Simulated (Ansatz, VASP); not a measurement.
## VN2 in VASP and in Ansatz

```
V N
1.0
    -2.09952    2.09952    2.54635
     2.09952   -2.09952    2.54635
     2.09952    2.09952   -2.54635
V N
2 4
Direct
  0.25000 0.25000 0.00000
  0.75000 0.75000 0.00000
  0.11357 0.61357 0.72715
  0.61357 0.88643 0.50000
  0.88643 0.38643 0.27285
  0.38643 0.11357 0.50000
```

Change from the starting cell: strain -0.025 along x and y, +0.025 along z, atoms carried along.

Alike in both runs: task single point; functional PBE; k mesh 16 × 16 × 16; occupations gaussian, width 0.15 eV; no spin polarisation.

|  | VASP | Ansatz |
| --- | --- | --- |
| version | VASP 6.6.1 | Ansatz 0.2.0 |
| potentials or method | VASP PAW PBE potentials, release 64 (V_sv, N), cutoff 520 eV | scalar-relativistic, plane waves, PAW |
| valence electrons in the cell | 46 | 46 |

```tsv
	VASP	Ansatz	Ansatz less VASP
gap on the k mesh at the Fermi level (eV)	none	none	-
pressure (GPa)	12.1	11.3	-0.79
traceless stress, the component that is largest in VASP (GPa)	-16.21	-16.04	+0.170
rms of the force components (eV/Å)	0.239	0.213	-0.0264
```

Atom by atom the forces differ by 0.026 eV/Å (rms over components). A gap of «none» marks a metal or a gap that the smearing closes.
